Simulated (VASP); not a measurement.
Set up this calculation in VASP 6.6.1, as the native input.

* Task: single point
* Functional: r2SCAN
* Potentials or basis: VASP PAW PBE potentials, release 64 (Pd, I, O)
* Cutoff: 520 eV
* k mesh: 7 × 7 × 7
* Occupations: methfessel-paxton, width 0.0161 eV
* Spin: no spin polarisation
* Dipole correction: no
* Further INCAR settings: ALGO = Normal; EDIFF = 1e-07; NBANDS = 45

Crystal: Pd5I2O.

```
CELL_PARAMETERS angstrom
0.00000 3.98117 0.00000
3.98117 0.00000 0.00000
1.99059 1.99059 -9.60855
ATOMIC_POSITIONS crystal
Pd 0.00000 0.00000 0.00000
Pd 0.58894 0.08894 0.82212
Pd 0.08894 0.58894 0.82212
Pd 0.41106 0.91106 0.17788
Pd 0.91106 0.41106 0.17788
I 0.18277 0.18277 0.63446
I 0.81723 0.81723 0.36554
O 0.50000 0.50000 0.00000
```

These files were run (other wordings do the same):

POSCAR

```
Pd5I2O
1.0
    0.0000000000      3.9811711700      0.0000000000
    3.9811711700      0.0000000000      0.0000000000
    1.9905850900      1.9905850900     -9.6085534500
Pd I O
5 2 1
Direct
    0.0000000000      0.0000000000      0.0000000000
    0.5889400000      0.0889400000      0.8221200000
    0.0889400000      0.5889400000      0.8221200000
    0.4110600000      0.9110600000      0.1778800000
    0.9110600000      0.4110600000      0.1778800000
    0.1827700000      0.1827700000      0.6344600000
    0.8172300000      0.8172300000      0.3655400000
    0.5000000000      0.5000000000      0.0000000000
```

INCAR.step1

```
ALGO = Normal
EDIFF = 1E-4
ENCUT = 520
GGA = PE
ISMEAR = 1
LASPH = True
LCHARG = False
LREAL = False
LWAVE = True
NBANDS = 45
NELM = 100
PREC = Accurate
SIGMA = 0.0161
```

INCAR.step2

```
ALGO = Normal
EDIFF = 1E-7
ENCUT = 520
ISIF = 2
ISMEAR = 1
ISTART = 1
LASPH = True
LCHARG = False
LMIXTAU = True
LREAL = False
LWAVE = False
METAGGA = R2SCAN
NBANDS = 45
NELM = 100
PREC = Accurate
SIGMA = 0.0161
```

KPOINTS

```
k-points
0
Gamma
  7 7 7
```

Potentials or basis: VASP PAW PBE potentials, release 64 (Pd, I, O).

Launch:

```sh
$ cat potpaw_PBE.64/Pd/POTCAR potpaw_PBE.64/I/POTCAR potpaw_PBE.64/O/POTCAR > POTCAR
$ cp INCAR.step1 INCAR
$ mpirun -np 1 vasp_std > vasp.out
$ cp INCAR.step2 INCAR
$ mpirun -np 1 vasp_std > vasp.out
```

Results of the run:

The pressure is 4.4 GPa and the largest force is 0.333 eV/Å. The band gap on the k mesh is zero (bands 35 and 36 overlap by 0.29 eV).

Caveat: the cell stands under pressure; the PAW data sets were made with another functional, which shifts forces and pressure a little; spin-orbit coupling is left out, which moves the levels of the heavy elements.

Wall time 16 min on 1 thread of Intel(R) Xeon(R) Platinum 8488C (Sapphire Rapids), on a shared host, peak memory 0.43 GiB.
